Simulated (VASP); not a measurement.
Set up this calculation in VASP 6.6.1, as the native input.

```
Task                   : single point
Functional             : PBEsol
Potentials or basis    : VASP PAW PBE potentials, release 64 (Cd)
Cutoff                 : 520 eV
k mesh                 : 10 × 10 × 3
Occupations            : fermi-dirac, width 0.05 eV
Spin                   : no spin polarisation
Dipole correction      : no
Further INCAR settings : ALGO = Normal; EDIFF = 1e-07; NBANDS = 32
```

The structure of Cd lies in POSCAR:

```
Cd
1.0
    3.0299260909      0.0000000000      0.0000000000
   -1.5149630455      2.6239929663      0.0000000000
    0.0000000000      0.0000000000     10.2178050297
Cd
4
Direct
    0.6666666667      0.3333333333      0.7500000000
    0.0000000000      0.0000000000      0.5000000000
    0.3333333333      0.6666666667      0.2500000000
    0.0000000000      0.0000000000      0.0000000000
```

The input as run:

INCAR

```
  ALGO = Normal
  EDIFF = 1E-7
  ENCUT = 520
  GGA = PS
  ISIF = 2
  ISMEAR = -1
  LASPH = True
  LCHARG = True
  LELF = True
  LREAL = False
  LVHAR = True
  LWAVE = False
  NBANDS = 32
  NELM = 60
  PREC = Accurate
  SIGMA = 0.05
```

KPOINTS

```
k-points
0
Gamma
  10 10 3
```

Potentials or basis: VASP PAW PBE potentials, release 64 (Cd).

The run is started by

```bash
$ cat potpaw_PBE.64/Cd/POTCAR > POTCAR
$ mpirun -np 1 vasp_std > vasp.out
```

It gave:

| Item | Value |
| --- | --- |
| Pressure | 2.3 GPa |
| Band gap on the k mesh | zero (bands 24 and 25 overlap by 2.52 eV) |

Caveat: the PAW data sets were made with another functional, which shifts forces and pressure a little.

It took 24 s on 1 thread of Intel(R) Xeon(R) 6975P-C (Granite Rapids), on a shared host, peak memory 0.22 GiB.
